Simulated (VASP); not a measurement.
# BaTiO3 (Amm2) in VASP: a series of runs, part 2 of 3

VASP 6.6.1.

## 3. Relaxation of cell and atoms, PBEsol+D3(BJ)

This run uses another cell than the first one, of 12.87 Å³/atom.

The input, INCAR:

```
SYSTEM = BaTiO3
PREC = Accurate
ENCUT = 600
EDIFF = 1E-6
ISMEAR = 1
SIGMA = 0.01
LREAL = .False.
LASPH = .True.
NELM = 100
ALGO = Normal
ISIF = 3
LWAVE = .False.
LCHARG = .False.
GGA = PS
IVDW = 12
IBRION = 2
NSW = 80
EDIFFG = -0.01
```

The input, KPOINTS:

```
regular mesh
0
Gamma
  6 6 6
  0 0 0
```

The input, POSCAR:

```
BaTiO3
1.0
    3.9855000000      0.0000000000      0.0000000000
    0.0000000000      2.8369000000      2.8451500000
    0.0000000000     -2.8369000000      2.8451500000
Ba Ti O
1 1 3
Direct
    0.0000000000      0.0000000000      0.0000000000
    0.5000000000      0.5124000000      0.5124000000
    0.0000000000      0.4874000000      0.4874000000
    0.5000000000      0.5052400000      0.9918400000
    0.5000000000      0.9918400000      0.5052400000
```

Potentials or basis: VASP PAW PBE potentials, release 64 (Ba_sv, Ti_sv, O).

The run is started by

```console
$ cat potpaw_PBE.64/Ba_sv/POTCAR potpaw_PBE.64/Ti_sv/POTCAR potpaw_PBE.64/O/POTCAR > POTCAR
$ mpirun -np 1 vasp_std > vasp.out
```

OUTCAR:

```text
SYSTEM = BaTiO3
   PREC = Accurate
   ENCUT = 600
   EDIFF = 1E-6
   ISMEAR = 1
   LREAL = .False.
   LASPH = .True.
   NELM = 100
   ISIF = 3
   GGA = PS
   IVDW = 12
   IBRION = 2
   NSW = 80
   EDIFFG = -0.01
 IVDW          = 12

 ion  position               nearest neighbor table
   1  0.000  0.000  0.000-   3 2.77   4 2.81   5 2.81   4 2.81   5 2.81   3 2.84   3 2.84   4 2.84
                             5 2.84   5 2.84   4 2.84   3 2.92   2 3.42   2 3.42   2 3.47   2 3.47
   2  0.500  0.512  0.512-   4 1.93   5 1.93   3 2.00   3 2.00   5 2.09   4 2.09   1 3.42   1 3.42
                             1 3.47   1 3.47   1 3.47   1 3.47   1 3.53   1 3.53
   3  0.000  0.487  0.487-   2 2.00   2 2.00   1 2.77   1 2.84   1 2.84   1 2.92
   4  0.500  0.505  0.992-   2 1.93   2 2.09   1 2.81   1 2.81   1 2.84   1 2.84
   5  0.500  0.992  0.505-   2 1.93   2 2.09   1 2.81   1 2.81   1 2.84   1 2.84

  LATTYP: Found a base centered orthorhombic cell.
 ALAT       =     5.6738000000
 B/A-ratio  =     1.0029081039
 C/A-ratio  =     0.7024392823

  Lattice vectors:

 A1 = (   0.0000000000,   2.8369000000,  -2.8451500000)
 A2 = (   0.0000000000,   2.8369000000,   2.8451500000)
 A3 = (   3.9855000000,   0.0000000000,   0.0000000000)

Analysis of symmetry for initial positions (statically):
=====================================================================
 Subroutine PRICEL returns:
 Original cell was already a primitive cell.

 Routine SETGRP: Setting up the symmetry group for a
 base centered orthorhombic supercell.

 Subroutine GETGRP returns: Found  4 space group operations
 (whereof  4 operations were pure point group operations)
 out of a pool of  8 trial point group operations.

The static configuration has the point symmetry C_2v.

Analysis of symmetry for dynamics (positions and initial velocities):
=====================================================================
 Subroutine PRICEL returns:
 Original cell was already a primitive cell.

 Routine SETGRP: Setting up the symmetry group for a
 base centered orthorhombic supercell.

 Subroutine GETGRP returns: Found  4 space group operations
 (whereof  4 operations were pure point group operations)
 out of a pool of  8 trial point group operations.

The dynamic configuration has the point symmetry C_2v.

 Subroutine INISYM returns: Found  4 space group operations
 (whereof  4 operations are pure point group operations),
 and found     1 'primitive' translations

----------------------------------------------------------------------------------------

                                     Primitive cell

  volume of cell :      64.3372

  direct lattice vectors                    reciprocal lattice vectors
     3.985500000  0.000000000  0.000000000     0.250909547  0.000000000  0.000000000
     0.000000000  2.836900000  2.845150000     0.000000000  0.176248722  0.175737659
     0.000000000 -2.836900000  2.845150000     0.000000000 -0.176248722  0.175737659

  length of vectors
     3.985500000  4.017820321  4.017820321     0.250909547  0.248892219  0.248892219

  position of ions in fractional coordinates (direct lattice)
     0.000000000  0.000000000  0.000000000
     0.500000000  0.512400000  0.512400000
     0.000000000  0.487400000  0.487400000
     0.500000000  0.505240000  0.991840000
     0.500000000  0.991840000  0.505240000

  ion indices of the primitive-cell ions
   primitive index   ion index
                 1           1
                 2           2
                 3           3
                 4           4
                 5           5

[... 29 lines left out ...]
  0.166667  0.000000  0.000000      2.000000
  0.333333  0.000000  0.000000      2.000000
  0.500000  0.000000  0.000000      1.000000
  0.000000  0.166667  0.000000      4.000000
  0.166667  0.166667  0.000000      8.000000
[... 16 lines left out ...]
  0.333333  0.333333  0.166667      8.000000
  0.500000  0.333333  0.166667      4.000000
 [... further k-points ...]
   k-points           NKPTS =     52   k-points in BZ     NKDIM =     52   number of bands    NBANDS=     24
   number of dos      NEDOS =    301   number of ions     NIONS =      5
   total plane-waves  NPLWV =  32768
   dimension x,y,z NGX =    32 NGY =   32 NGZ =   32
   dimension x,y,z NGXF=    64 NGYF=   64 NGZF=   64
   ions per type =               1   1   3
   NGX,Y,Z   is equivalent  to a cutoff of  13.35, 13.24, 13.24 a.u.
   NGXF,Y,Z  is equivalent  to a cutoff of  26.70, 26.48, 26.48 a.u.
 SYSTEM =  BaTiO3
   PREC   = accura    normal or accurate (medium, high low for compatibility)
   ISTART =      0    job   : 0-new  1-cont  2-samecut
   ICHARG =      2    charge: 1-file 2-atom 10-const
   ISPIN  =      1    spin polarized calculation?
   LNONCOLLINEAR =      F non collinear calculations
   LSORBIT =      F    spin-orbit coupling
   LASPH  =      T    aspherical Exc in radial PAW
   ENCUT  =  600.0 eV  44.10 Ry    6.64 a.u.   7.96  8.02  8.02*2*pi/ulx,y,z
   NELM   =    100;   NELMIN=  2; NELMDL= -5     # of ELM steps
   EDIFF  = 0.1E-05   stopping-criterion for ELM
   LREAL  =      F    real-space projection
   EDIFFG = -.1E-01   stopping-criterion for IOM
   NSW    =     80    number of steps for IOM
   IBRION =      2    ionic relax: 0-MD 1-quasi-New 2-CG
   NFREE  =      1    steps in history (QN), initial steepest desc. (CG)
   ISIF   =      3    stress and relaxation
   ISYM   =      2    0-nonsym 1-usesym 2-fastsym
   POTIM  = 0.5000    time-step for ionic-motion
   TEBEG  =    0.0;   TEEND  =   0.0 temperature during run
   PSTRESS=    0.0 pullay stress
   NELECT =      40.0000    total number of electrons
   NUPDOWN=      -1.0000    fix difference up-down
   EMIN   =  10.00;   EMAX   =-10.00  energy-range for DOS
   EFERMI =   0.00;   METHOD = LEGACY
   ISMEAR =     1;   SIGMA  =   0.01  broadening in eV -4-tet -1-fermi 0-gaus
   EFERMI_NEDOS =   21; number of points for ismear=-14 and -15
   IALGO  =     38    algorithm
   IMIX   =      4    mixing-type and parameters
     AMIX     =   0.40;   BMIX     =  1.00
     AMIX_MAG =   1.60;   BMIX_MAG =  1.00
  volume/ion in A,a.u.               =      12.87        86.83
  Fermi-wavevector in a.u.,A,eV,Ry     =   1.397250  2.640420 26.562762  1.952308
  Thomas-Fermi vector in A             =   2.520525
   LORBIT       =      0    0 simple, 1 ext, 2 COOP (PROOUT), +10 PAW based schemes
   GGA     = PS    functional components
   LHFCALC =     F    Hartree Fock is set to
   AEXX    =    0.0000 exact exchange contribution
   IVDW    =    12    specifies the selected vdW correction
   LEPSILON=     F    determine dielectric tensor
   LRPA    =     F    only Hartree local field effects (RPA)
 conjugate gradient relaxation of ions
 non-spin polarized calculation
 Methfessel and Paxton  Order N= 1 SIGMA  =   0.01
  energy-cutoff  :      600.00
  volume of cell :       64.34
 maximum number of plane-waves:      2176
 NGX is ok and might be reduce to    32
   NGX = 15   NGY = 17   NGZ = 17

--------------------------------------- Ionic step        1  -------------------------------------------

 number of electron      39.9999992 magnetization

 Free energy of the ion-electron system (eV)
  ---------------------------------------------------
  ext. energy  EPLUGINS =         0.00000000
  ---------------------------------------------------
  free energy    TOTEN  =       -41.98250201 eV

  energy without entropy =      -41.98250201  energy(sigma->0) =      -41.98250201

------------------------ aborting loop because EDIFF is reached ----------------------------------------

 Edisp (eV)   -1.31624

 E8    (eV) :    -0.9113
[... 114 lines left out ...]
  FREE ENERGIE OF THE ION-ELECTRON SYSTEM (eV)
  ---------------------------------------------------
  free  energy   TOTEN  =       -43.3409387439 eV

  energy  without entropy=      -43.3409387439  energy(sigma->0) =      -43.34093874

[... ionic steps 4 to 8 ...]

--------------------------------------- Ionic step        9  -------------------------------------------

 number of electron      39.9999991 magnetization

------------------------ aborting loop because EDIFF is reached ----------------------------------------
[... 81 lines left out ...]
--------------------------------------- Ionic step       11  -------------------------------------------

 number of electron      39.9999991 magnetization

 Free energy of the ion-electron system (eV)
  ---------------------------------------------------
  ext. energy  EPLUGINS =         0.00000000
  ---------------------------------------------------
  free energy    TOTEN  =       -41.99409768 eV

  energy without entropy =      -41.99409768  energy(sigma->0) =      -41.99409768

 E-fermi :   3.9635     XC(G=0): -11.6529

 val. band max:        3.8976346100   @ k =   0.5000   0.5000   0.5000
 cond. band min:       5.8645114376   @ k =   0.0000   0.0000   0.0000
 fundamental gap:      1.9668768275
 Fermi energy:         3.9634840652

 k-point     1 :       0.0000    0.0000    0.0000
  band No.  band energies     occupation
      1     -52.2270      2.00000
      2     -28.5980      2.00000
      3     -28.5946      2.00000
      4     -28.5704      2.00000
      5     -20.8192      2.00000
      6     -12.9726      2.00000
[... 637 lines left out ...]
     23       7.9551      0.00000
     24       9.7093      0.00000

 [... further k-points ...]

------------------------ aborting loop because EDIFF is reached ----------------------------------------

 Edisp (eV)   -1.35855

 E8    (eV) :    -0.9408
[... 28 lines left out ...]
  FREE ENERGIE OF THE ION-ELECTRON SYSTEM (eV)
  ---------------------------------------------------
  free  energy   TOTEN  =       -43.3526441546 eV

  energy  without entropy=      -43.3526441546  energy(sigma->0) =      -43.35264415

 reached required accuracy - stopping structural energy minimisation
```

OSZICAR:

```text
N       E                     dE             d eps       ncg     rms          rms(c)
DAV:   1     0.489037637453E+03    0.48904E+03   -0.23196E+04  2496   0.200E+03
[... 94 lines left out ...]
DAV:   1    -0.419943404971E+02    0.11346E-02   -0.14074E-02  3008   0.156E+00    0.141E-01
DAV:   2    -0.419941436693E+02    0.19683E-03   -0.15104E-03  2672   0.357E-01    0.570E-02
DAV:   3    -0.419940978867E+02    0.45783E-04   -0.38382E-04  3288   0.124E-01    0.218E-02
DAV:   4    -0.419940926040E+02    0.52828E-05   -0.69971E-05  3976   0.622E-02    0.136E-02
DAV:   5    -0.419940945873E+02   -0.19833E-05   -0.80718E-06  3480   0.239E-02    0.755E-03
DAV:   6    -0.419940966995E+02   -0.21121E-05   -0.49040E-06  3584   0.126E-02    0.514E-03
DAV:   7    -0.419940976787E+02   -0.97924E-06   -0.77851E-07  1800   0.717E-03
  11 F= -.43352644E+02 E0= -.43352644E+02  d E =-.277014E-04
```

CONTCAR:

```text
BaTiO3
   1.00000000000000
     3.9467759566971403    0.0000000000000000    0.0000000000000000
     0.0000000000000000    2.8097189655385781    2.8141461062259103
     0.0000000000000000   -2.8097189655385781    2.8141461062259103
  Ba              Ti              O
     1     1     3
Direct
     0.0000000000000000    0.0040346696146736    0.0040346696146736
     0.5000000000000000    0.5150716657174945    0.5150716657174945
     0.0000000000000000    0.4940302319087329    0.4940302319087329
     0.5000000000000000    0.4947018332323723    0.9890415995267308
     0.5000000000000000    0.9890415995267308    0.4947018332323723

  0.00000000E+00  0.00000000E+00  0.00000000E+00
  0.00000000E+00  0.00000000E+00  0.00000000E+00
  0.00000000E+00  0.00000000E+00  0.00000000E+00
  0.00000000E+00  0.00000000E+00  0.00000000E+00
  0.00000000E+00  0.00000000E+00  0.00000000E+00
```

It took 7.3 min on 1 thread of Intel Xeon Platinum 8488C (Sapphire Rapids), shared host; peak memory 0.26 GiB.

Results:

```yaml
Free_energy: -43.3526 eV
Relaxed_volume: 12.48 Å³/atom
Relaxed_cell: a = 3.947 Å, b = 3.977 Å, c = 3.977 Å, α = 89.91°, β = 90.00°, γ = 90.00°
Space_group_after_relaxing_to_0.1_Å: Amm2 (No. 38)
Energy_gained_by_relaxing: 10.8 meV/atom
Ionic_steps: 11
Pressure_after_relaxing: 0.0 GPa
Largest_force_after_relaxing: 0.009 eV/Å
Band_gap_on_the_k_mesh: 1.97 eV (least direct gap 2.22 eV)
Dispersion_energy_per_atom: -0.272 eV
```

Forces in eV/Å, atoms in the order of the input:
```
Ba   0.000  0.000  0.009
Ti   0.000  0.000  0.004
O    0.000  0.000 -0.009
O    0.000  0.004 -0.002
O    0.000 -0.004 -0.002
```

The path:
| step | energy change (eV) | largest force (eV/Å) | pressure (GPa) | volume (Å³) |
| --- | --- | --- | --- | --- |
| 1 | 0.0000 | 0.2801 | -5.69 | 64.34 |
| 2 | 0.0025 | 0.3309 | 7.20 | 60.17 |
| 3 | -0.0422 | 0.2040 | 0.22 | 62.23 |
| 4 | -0.0472 | 0.1498 | 0.17 | 62.25 |
| 5 | -0.0526 | 0.0679 | 0.09 | 62.29 |
| 6 | -0.0537 | 0.0393 | -0.02 | 62.38 |
| 7 | -0.0537 | 0.0397 | -0.03 | 62.38 |
| 8 | -0.0539 | 0.0131 | 0.09 | 62.37 |
| 9 | -0.0539 | 0.0098 | 0.12 | 62.36 |
| 10 | -0.0539 | 0.0152 | -0.17 | 62.48 |
| 11 | -0.0539 | 0.0091 | -0.02 | 62.41 |

Final structure:
```
Ba Ti O
1.0
     3.94678    0.00000    0.00000
     0.00000    2.80972    2.81415
     0.00000   -2.80972    2.81415
Ba Ti O
1 1 3
Direct
  0.00000 0.00403 0.00403
  0.50000 0.51507 0.51507
  0.00000 0.49403 0.49403
  0.50000 0.49470 0.98904
  0.50000 0.98904 0.49470
```

Caveat: the PAW data sets were made with another functional, which shifts forces and pressure a little; spin-orbit coupling is left out, which moves the levels of the heavy elements. A hybrid or GW would open this gap; PBEsol tends to underestimate it.

[end of part 2 of 3]
